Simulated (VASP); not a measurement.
# CuO in VASP: single point with PBE+U

Aim: the single point of CuO with PBE+U.

All numbers are computed with VASP 6.6.1; they aren't measurements. Logs are shortened: lines on timing, memory, paths and dates and some standing lists are left out, and cuts for length are marked.

## (1) The cell of the first run

The typed cell holds 4 atoms: a = 2.964 Å, b = 2.964 Å, c = 5.173 Å, α = 90.00°, β = 90.00°, γ = 89.79°.

## (2) Single point, PBE+U

Contents of INCAR:

```
PREC = Accurate
ENCUT = 520
EDIFF = 1E-6
ISMEAR = 0
SIGMA = 0.1
LREAL = False
LASPH = True
NELM = 150
ALGO = Normal
ISIF = 2
LWAVE = False
LCHARG = True
LMAXMIX = 4
LDAU = True
LDAUTYPE = 2
LDAUL = 2 -1
LDAUU = 4 0
LDAUJ = 0 0
LDAUPRINT = 1
GGA = PE
LELF = True
LVHAR = True
NBANDS = 25
```

Contents of KPOINTS:

```
regular mesh
0
Gamma
  14 14 8
```

Contents of POSCAR:

```
CuO
1.0
    2.0926591741     -2.0916384378      0.1682124608
    2.0926591741      2.0916384378      0.1682124608
   -0.4138952329      0.0000000000      5.1568626361
Cu O
2 2
Direct
   -0.0057500000      0.4942500000      0.0018500000
    0.4942500000     -0.0057500000      0.5018500000
    0.4942122836      0.4942877164      0.2518500000
    0.4942877164      0.4942122836      0.7518500000
```

Potentials or basis: VASP PAW PBE potentials, release 64 (Cu, O).

On the command line:

```sh
$ cat potpaw_PBE.64/Cu/POTCAR potpaw_PBE.64/O/POTCAR > POTCAR
$ mpirun -np 1 vasp_std > vasp.out
```

OUTCAR:

```text
PREC = Accurate
   ENCUT = 520
   EDIFF = 1E-6
   ISMEAR = 0
   LREAL = False
   LASPH = True
   NELM = 150
   ISIF = 2
   GGA = PE

 ion  position               nearest neighbor table
   1  0.994  0.494  0.002-   3 1.97   4 1.97   4 1.97   3 1.97
   2  0.494  0.994  0.502-   3 1.97   4 1.97   3 1.97   4 1.97
   3  0.494  0.494  0.252-   1 1.97   2 1.97   1 1.97   2 1.97
   4  0.494  0.494  0.752-   1 1.97   2 1.97   2 1.97   1 1.97

  LATTYP: Found a base centered monoclinic cell.
 ALAT       =     4.1988178579
 B/A-ratio  =     0.9962987244
 C/A-ratio  =     1.2321196064
 COS(beta)  =    -0.0001203274

  Lattice vectors:

 A1 = (  -2.0926591741,   2.0916384378,  -0.1682124608)
 A2 = (  -2.0926591741,  -2.0916384378,  -0.1682124608)
 A3 = (  -0.4138952329,   0.0000000000,   5.1568626361)

Analysis of symmetry for initial positions (statically):
=====================================================================
 Subroutine PRICEL returns:
 Original cell was already a primitive cell.

 Routine SETGRP: Setting up the symmetry group for a
 base centered monoclinic supercell.

 Subroutine GETGRP returns: Found  4 space group operations
 (whereof  1 operations were pure point group operations)
 out of a pool of  4 trial point group operations.

The static configuration has the point symmetry C_1 .
 The point group associated with its full space group is C_2h.

Analysis of symmetry for dynamics (positions and initial velocities):
=====================================================================
 Subroutine PRICEL returns:
 Original cell was already a primitive cell.

 Routine SETGRP: Setting up the symmetry group for a
 base centered monoclinic supercell.

 Subroutine GETGRP returns: Found  4 space group operations
 (whereof  1 operations were pure point group operations)
 out of a pool of  4 trial point group operations.

The dynamic configuration has the point symmetry C_1 .
 The point group associated with its full space group is C_2h.

 Subroutine INISYM returns: Found  4 space group operations
 (whereof  1 operations are pure point group operations),
 and found     1 'primitive' translations

----------------------------------------------------------------------------------------

                                     Primitive cell

  volume of cell :      45.4353

  direct lattice vectors                    reciprocal lattice vectors
     2.092659174 -2.091638438  0.168212461     0.237398859 -0.239047051  0.019053883
     2.092659174  2.091638438  0.168212461     0.237398859  0.239047051  0.019053883
    -0.413895233  0.000000000  5.156862636    -0.015487497  0.000000000  0.192673311

  length of vectors
     2.963523107  2.963523107  5.173445806     0.337438529  0.337438529  0.193294768

  position of ions in fractional coordinates (direct lattice)
     0.994250000  0.494250000  0.001850000
     0.494250000  0.994250000  0.501850000
     0.494212284  0.494287716  0.251850000
     0.494287716  0.494212284  0.751850000

  ion indices of the primitive-cell ions
   primitive index   ion index
                 1           1
                 2           2
                 3           3
                 4           4

[... 101 lines left out ...]
   LHFCALC =     F    Hartree Fock is set to
   AEXX    =    0.0000 exact exchange contribution
   IVDW    =     0    specifies the selected vdW correction
   LEPSILON=     F    determine dielectric tensor
   LRPA    =     F    only Hartree local field effects (RPA)
 non-spin polarized calculation
 Gauss-broadening in eV      SIGMA  =   0.10
  energy-cutoff  :      520.00
  volume of cell :       45.44
 maximum number of plane-waves:      1243
 NGX is ok and might be reduce to    24
   NGX = 11   NGY = 11   NGZ = 19

atom =   1  type =  1  l = 2

 onsite density matrix

spin component  1

  0.9436  0.0054  0.0133 -0.0088  0.0006
  0.0054  0.8773  0.0130  0.0844 -0.0068
  0.0133  0.0130  0.9658 -0.0125  0.0010
 -0.0088  0.0844 -0.0125  0.8786  0.0068
  0.0006 -0.0068  0.0010  0.0068  0.9621

spin component  2

  0.9436  0.0054  0.0133 -0.0088  0.0006
  0.0054  0.8773  0.0130  0.0844 -0.0068
  0.0133  0.0130  0.9658 -0.0125  0.0010
 -0.0088  0.0844 -0.0125  0.8786  0.0068
  0.0006 -0.0068  0.0010  0.0068  0.9621

 occupancies and eigenvectors

  o =  0.7906  v = -0.0566  0.7036 -0.0980 -0.6993  0.0564  0.0000  0.0000  0.0000  0.0000  0.0000      0.0000  0.0000  0.0000  0.0000  0.0000  0.0000  0.0000  0.0000  0.0000  0.0000
  o =  0.7906  v =  0.0000  0.0000  0.0000  0.0000  0.0000 -0.0566  0.7036 -0.0980 -0.6993  0.0564      0.0000  0.0000  0.0000  0.0000  0.0000  0.0000  0.0000  0.0000  0.0000  0.0000
  o =  0.9372  v =  0.9005  0.0723 -0.4247  0.0591 -0.0033  0.0000  0.0000  0.0000  0.0000  0.0000      0.0000  0.0000  0.0000  0.0000  0.0000  0.0000  0.0000  0.0000  0.0000  0.0000
  o =  0.9372  v =  0.0000  0.0000  0.0000  0.0000  0.0000  0.9005  0.0723 -0.4247  0.0591 -0.0033      0.0000  0.0000  0.0000  0.0000  0.0000  0.0000  0.0000  0.0000  0.0000  0.0000
  o =  0.9625  v = -0.0566  0.7061  0.0975  0.6971 -0.0531  0.0000  0.0000  0.0000  0.0000  0.0000      0.0000  0.0000  0.0000  0.0000  0.0000  0.0000  0.0000  0.0000  0.0000  0.0000
  o =  0.9625  v =  0.0000  0.0000  0.0000  0.0000  0.0000 -0.0566  0.7061  0.0975  0.6971 -0.0531      0.0000  0.0000  0.0000  0.0000  0.0000  0.0000  0.0000  0.0000  0.0000  0.0000
  o =  0.9627  v = -0.0013  0.0021 -0.0055 -0.0775 -0.9970  0.0000  0.0000  0.0000  0.0000  0.0000      0.0000  0.0000  0.0000  0.0000  0.0000  0.0000  0.0000  0.0000  0.0000  0.0000
  o =  0.9627  v =  0.0000  0.0000  0.0000  0.0000  0.0000 -0.0013  0.0021 -0.0055 -0.0775 -0.9970      0.0000  0.0000  0.0000  0.0000  0.0000  0.0000  0.0000  0.0000  0.0000  0.0000
  o =  0.9743  v =  0.0000  0.0000  0.0000  0.0000  0.0000 -0.4275 -0.0345 -0.8947  0.1249 -0.0043      0.0000  0.0000  0.0000  0.0000  0.0000  0.0000  0.0000  0.0000  0.0000  0.0000
  o =  0.9743  v = -0.4275 -0.0345 -0.8947  0.1249 -0.0043  0.0000  0.0000  0.0000  0.0000  0.0000      0.0000  0.0000  0.0000  0.0000  0.0000  0.0000  0.0000  0.0000  0.0000  0.0000

atom =   2  type =  1  l = 2

 onsite density matrix

spin component  1

  0.9436  0.0054 -0.0133  0.0088 -0.0006
  0.0054  0.8773 -0.0130 -0.0844  0.0068
 -0.0133 -0.0130  0.9658 -0.0125  0.0010
  0.0088 -0.0844 -0.0125  0.8786  0.0068
 -0.0006  0.0068  0.0010  0.0068  0.9621

spin component  2

  0.9436  0.0054 -0.0133  0.0088 -0.0006
  0.0054  0.8773 -0.0130 -0.0844  0.0068
 -0.0133 -0.0130  0.9658 -0.0125  0.0010
  0.0088 -0.0844 -0.0125  0.8786  0.0068
 -0.0006  0.0068  0.0010  0.0068  0.9621

 occupancies and eigenvectors

  o =  0.7906  v =  0.0566 -0.7036 -0.0980 -0.6993  0.0564  0.0000  0.0000  0.0000  0.0000  0.0000      0.0000  0.0000  0.0000  0.0000  0.0000  0.0000  0.0000  0.0000  0.0000  0.0000
  o =  0.7906  v =  0.0000  0.0000  0.0000  0.0000  0.0000  0.0566 -0.7036 -0.0980 -0.6993  0.0564      0.0000  0.0000  0.0000  0.0000  0.0000  0.0000  0.0000  0.0000  0.0000  0.0000
  o =  0.9372  v =  0.9005  0.0723  0.4247 -0.0591  0.0033  0.0000  0.0000  0.0000  0.0000  0.0000      0.0000  0.0000  0.0000  0.0000  0.0000  0.0000  0.0000  0.0000  0.0000  0.0000
  o =  0.9372  v =  0.0000  0.0000  0.0000  0.0000  0.0000  0.9005  0.0723  0.4247 -0.0591  0.0033      0.0000  0.0000  0.0000  0.0000  0.0000  0.0000  0.0000  0.0000  0.0000  0.0000
  o =  0.9625  v =  0.0566 -0.7061  0.0975  0.6971 -0.0531  0.0000  0.0000  0.0000  0.0000  0.0000      0.0000  0.0000  0.0000  0.0000  0.0000  0.0000  0.0000  0.0000  0.0000  0.0000
  o =  0.9625  v =  0.0000  0.0000  0.0000  0.0000  0.0000  0.0566 -0.7061  0.0975  0.6971 -0.0531      0.0000  0.0000  0.0000  0.0000  0.0000  0.0000  0.0000  0.0000  0.0000  0.0000
  o =  0.9627  v =  0.0013 -0.0021 -0.0055 -0.0775 -0.9970  0.0000  0.0000  0.0000  0.0000  0.0000      0.0000  0.0000  0.0000  0.0000  0.0000  0.0000  0.0000  0.0000  0.0000  0.0000
  o =  0.9627  v =  0.0000  0.0000  0.0000  0.0000  0.0000  0.0013 -0.0021 -0.0055 -0.0775 -0.9970      0.0000  0.0000  0.0000  0.0000  0.0000  0.0000  0.0000  0.0000  0.0000  0.0000
  o =  0.9743  v =  0.0000  0.0000  0.0000  0.0000  0.0000 -0.4275 -0.0345  0.8947 -0.1249  0.0043      0.0000  0.0000  0.0000  0.0000  0.0000  0.0000  0.0000  0.0000  0.0000  0.0000
  o =  0.9743  v = -0.4275 -0.0345  0.8947 -0.1249  0.0043  0.0000  0.0000  0.0000  0.0000  0.0000      0.0000  0.0000  0.0000  0.0000  0.0000  0.0000  0.0000  0.0000  0.0000  0.0000

 number of electron      33.9999994 magnetization

 Free energy of the ion-electron system (eV)
  ---------------------------------------------------
  ext. energy  EPLUGINS =         0.00000000
  ---------------------------------------------------
  free energy    TOTEN  =       -16.97112880 eV

  energy without entropy =      -16.95928580  energy(sigma->0) =      -16.96520730

 E-fermi :   4.2501     XC(G=0): -11.1132

 val. band max:        4.2473750558   @ k =   0.0714   0.0714   0.5000
 cond. band min:       4.2540196757   @ k =  -0.2143   0.0714   0.1250
 fundamental gap:      0.0066446199
 Fermi energy:         4.2501195939

 k-point     1 :       0.0000    0.0000    0.0000
  band No.  band energies     occupation
      1     -15.1109      2.00000
      2     -13.8434      2.00000
      3      -3.5635      2.00000
      4      -1.1153      2.00000
      5      -1.1081      2.00000
      6       0.0676      2.00000
[... 661 lines left out ...]
     24      17.2945      0.00000
     25      19.2124      0.00000

 [... further k-points ...]

------------------------ aborting loop because EDIFF is reached ----------------------------------------

  FORCE on cell =-STRESS in cart. coord.  units (eV):
  Direction    XX          YY          ZZ          XY          YZ          ZX
  --------------------------------------------------------------------------------------
  -------------------------------------------------------------------------------------
  Total       -0.8495823     -0.8343905     -1.0160297      0.0000000      0.0000000      0.0127401
  in kB      -29.9586675    -29.4229602    -35.8280727      0.0000000      0.0000000      0.4492528
  external PRESSURE =     -31.7365668 kB  Pullay stress =       0.0000000 kB

 VOLUME and BASIS-vectors are now :
 -----------------------------------------------------------------------------
  energy-cutoff  :      520.00
  volume of cell :       45.44
      direct lattice vectors                 reciprocal lattice vectors
     2.092659174 -2.091638438  0.168212461     0.237398859 -0.239047051  0.019053883
     2.092659174  2.091638438  0.168212461     0.237398859  0.239047051  0.019053883
    -0.413895233  0.000000000  5.156862636    -0.015487497  0.000000000  0.192673311

 POSITION                                       TOTAL-FORCE (eV/Angst)
 -----------------------------------------------------------------------------------
      3.11416     -1.04582      0.25992         0.000000     -0.000000      0.000000
      2.90721      1.04582      2.83836         0.000000      0.000000      0.000000
      1.96435      0.00016      1.46503        -0.000000     -0.000128      0.000000
      1.75741     -0.00016      4.04347        -0.000000      0.000128      0.000000
 -----------------------------------------------------------------------------------
    total drift:                                0.000116      0.000000     -0.000414

  FREE ENERGIE OF THE ION-ELECTRON SYSTEM (eV)
  ---------------------------------------------------
  free  energy   TOTEN  =       -16.9711288042 eV

  energy  without entropy=      -16.9592858019  energy(sigma->0) =      -16.96520730
```

It took 4.9 min on 1 thread of Intel Xeon Platinum 8488C (Sapphire Rapids), shared host; peak memory 0.48 GiB.

What came out:

- Free energy: -16.9711 eV
- Pressure: -3.2 GPa
- Band gap on the k mesh: zero (bands 17 and 18 overlap by 1.20 eV)

Eigenvalues of the final occupation matrices:
```tsv
site	spin	trace	eigenvalues
site 1 d	1	4.63	0.79 0.94 0.96 0.96 0.97
site 1 d	2	4.63	0.79 0.94 0.96 0.96 0.97
site 2 d	1	4.63	0.79 0.94 0.96 0.96 0.97
site 2 d	2	4.63	0.79 0.94 0.96 0.96 0.97
```

Caveat: the cell stands under tension; U without spin polarisation on a metal has little footing.
